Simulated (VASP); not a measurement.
Here is a VASP 6.6.1 calculation.

File INCAR:

```
SYSTEM = ZnS
ALGO = Normal ; EDIFF = 1E-6
ENCUT = 520 ; GGA = PS
ISIF = 2 ; ISMEAR = -1
LASPH = .True. ; LCHARG = .True.
LELF = .True. ; LREAL = .False.
LVHAR = .True. ; LWAVE = .False.
NBANDS = 16 ; NELM = 80
PREC = Accurate ; SIGMA = 0.05
```

KPOINTS

```
k-points
0
Gamma
  7 7 7
  0 0 0
```

Contents of POSCAR:

```
ZnS
1.0
    0.0000000000      2.7290200000      2.7020000000
    2.7290200000      0.0000000000      2.7020000000
    2.7290200000      2.7290200000      0.0000000000
Zn S
1 1
Direct
    0.7500000000      0.7500000000      0.7500000000
    0.0000000000      0.0000000000      0.0000000000
```

Potentials or basis: VASP PAW PBE potentials, release 64 (Zn, S).

The run is started by

```bash
$ cat potpaw_PBE.64/Zn/POTCAR potpaw_PBE.64/S/POTCAR > POTCAR
$ mpirun -np 1 vasp_std > vasp.out
```

(1) What does it give for the pressure?

(2) Predict the band gap on the k mesh.

## Answers

(1) -3.1 GPa.

(2) 1.87 eV.

Caveat: the cell stands under tension; the PAW data sets were made with another functional, which shifts forces and pressure a little.
